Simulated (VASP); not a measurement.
Here is a VASP 6.6.1 calculation.

POSCAR

```
SnO2
1.0
   -1.9995434661      1.9995434661      5.1020851634
    1.9995434661     -1.9995434661      5.1020851634
    1.9995434661      1.9995434661     -5.1020851634
Sn O
2 4
Direct
    0.7500000000      0.2500000000      0.5000000000
    0.0000000000      0.0000000000      0.0000000000
    0.7963663283      0.7963663283      0.0000000000
    0.9536336717      0.4536336717      0.5000000000
    0.2036336717      0.2036336717      0.0000000000
    0.5463663283      0.0463663283      0.5000000000
```

Contents of INCAR.step1:

```
SYSTEM = SnO2
ALGO     = Normal         ! electronic algorithm
EDIFF    = 1E-4           ! SCF threshold, eV
ENCUT    = 520            ! plane-wave cutoff, eV
GGA      = PE             ! functional
ISMEAR   = 0              ! smearing method
LASPH    = .True.         ! aspherical terms in the spheres
LCHARG   = .False.        ! write CHGCAR
LREAL    = .False.        ! projectors in reciprocal space
LWAVE    = .True.         ! write WAVECAR
NBANDS   = 35             ! bands
NELM     = 80             ! most SCF steps
PREC     = Accurate       ! precision mode
SIGMA    = 0.02           ! smearing width, eV
```

The input INCAR.step2:

```
SYSTEM = SnO2
ALGO     = Normal         ! electronic algorithm
EDIFF    = 1E-6           ! SCF threshold, eV
ENCUT    = 520            ! plane-wave cutoff, eV
ISIF     = 2              ! what is computed and relaxed
ISMEAR   = 0              ! smearing method
ISTART   = 1            
LASPH    = .True.         ! aspherical terms in the spheres
LCHARG   = .False.        ! write CHGCAR
LMIXTAU  = .True.       
LREAL    = .False.        ! projectors in reciprocal space
LWAVE    = .False.        ! write WAVECAR
METAGGA  = R2SCAN         ! meta-GGA
NBANDS   = 35             ! bands
NELM     = 80             ! most SCF steps
PREC     = Accurate       ! precision mode
SIGMA    = 0.02           ! smearing width, eV
```

File KPOINTS:

```
k-points
0
Gamma
  10 10 10
  0 0 0
```

Potentials or basis: VASP PAW PBE potentials, release 64 (Sn_d, O).

Launch:

```bash
$ cat potpaw_PBE.64/Sn_d/POTCAR potpaw_PBE.64/O/POTCAR > POTCAR
$ cp INCAR.step1 INCAR
$ mpirun -np 1 vasp_std > vasp.out
$ cp INCAR.step2 INCAR
$ mpirun -np 1 vasp_std > vasp.out
```

(1) Estimate the band gap on the k mesh.

(2) Estimate the largest force.

Results:

(1) 2.36 eV (least direct gap 2.77 eV).

(2) 0.044 eV/Å.

Caveat: the PAW data sets were made with another functional, which shifts forces and pressure a little; spin-orbit coupling is left out, which moves the levels of the heavy elements.
